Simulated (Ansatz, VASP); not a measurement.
# Au: VASP beside Ansatz

The input POSCAR:

```
Au
1.0
    2.9162060726      0.0000000000      0.0000000000
    0.0000000000      2.9162060726      0.0000000000
    0.0000000000      0.0000000000     25.3103454465
Au
6
Direct
    0.5000000000      0.5000000000      0.2963215186
    0.0000000000      0.0000000000      0.3777929112
    0.5000000000      0.5000000000      0.4592643037
    0.0000000000      0.0000000000      0.5407356963
    0.5000000000      0.5000000000      0.6222070888
    0.0000000000      0.0000000000      0.7036784814
```

Contents of INCAR.step1:

```
ALGO = Normal
EDIFF = 1E-4
ENCUT = 520
GGA = PE
ISMEAR = 0
LASPH = True
LCHARG = False
LREAL = False
LWAVE = True
NBANDS = 42
NELM = 60
PREC = Accurate
SIGMA = 0.1
```

The input INCAR.step2:

```
ALGO = Normal
EDIFF = 1E-6
ENCUT = 520
ISIF = 2
ISMEAR = 0
ISTART = 1
LASPH = True
LCHARG = True
LELF = True
LMIXTAU = True
LREAL = False
LVHAR = True
LWAVE = False
METAGGA = R2SCAN
NBANDS = 42
NELM = 60
PREC = Accurate
SIGMA = 0.1
```

KPOINTS

```
k-points
0
Gamma
  12 12 1
```

Input for Ansatz:

```yaml
crystal:
  lattice:
    - [2.9162060726, 0.0, 0.0]
    - [0.0, 2.9162060726, 0.0]
    - [0.0, 0.0, 25.3103454465]
  atoms:
    - { symbol: Au, position: [0.5, 0.5, 0.2963215186] }
    - { symbol: Au, position: [0.0, 0.0, 0.3777929112] }
    - { symbol: Au, position: [0.5, 0.5, 0.4592643037] }
    - { symbol: Au, position: [0.0, 0.0, 0.5407356963] }
    - { symbol: Au, position: [0.5, 0.5, 0.6222070888] }
    - { symbol: Au, position: [0.0, 0.0, 0.7036784814] }
basis:
  ecutwfc: 500
kpoints:
  mp_grid: { grid: [12, 12, 1] }
hamiltonian:
  xc: r2scan
scf:
  occupations: { method: gaussian, width: 0.1 }
output:
  forces: true
  stress: true
  eigenvalues: true
```

Alike in both runs: task single point; functional r2SCAN; k mesh 12 × 12 × 1; occupations gaussian, width 0.1 eV; no spin polarisation.

|  | VASP | Ansatz |
| --- | --- | --- |
| version | VASP 6.6.1 | Ansatz 0.2.0 |
| potentials or method | VASP PAW PBE potentials, release 64 (Au), cutoff 520 eV | scalar-relativistic, plane waves, PAW |
| valence electrons in the cell | 66 | 114 |

Ansatz gave:

| Property | Result |
| --- | --- |
| gap on the k mesh at the Fermi level (eV) | none |
| rms of the force components (eV/Å) | 0.047 |

Question: Which values does VASP return?

Answer: gap on the k mesh at the Fermi level (eV): none; rms of the force components (eV/Å): 0.044.

VASP's potentials were made for PBE, not for r2SCAN. Atom by atom the forces differ by 0.005 eV/Å (rms over components). A gap of «none» marks a metal or a gap that the smearing closes. VASP's potentials hold 66 valence electrons a cell and Ansatz's 114, so a difference there can come from the potentials and not from the codes.

Neither program's run includes spin-orbit coupling.
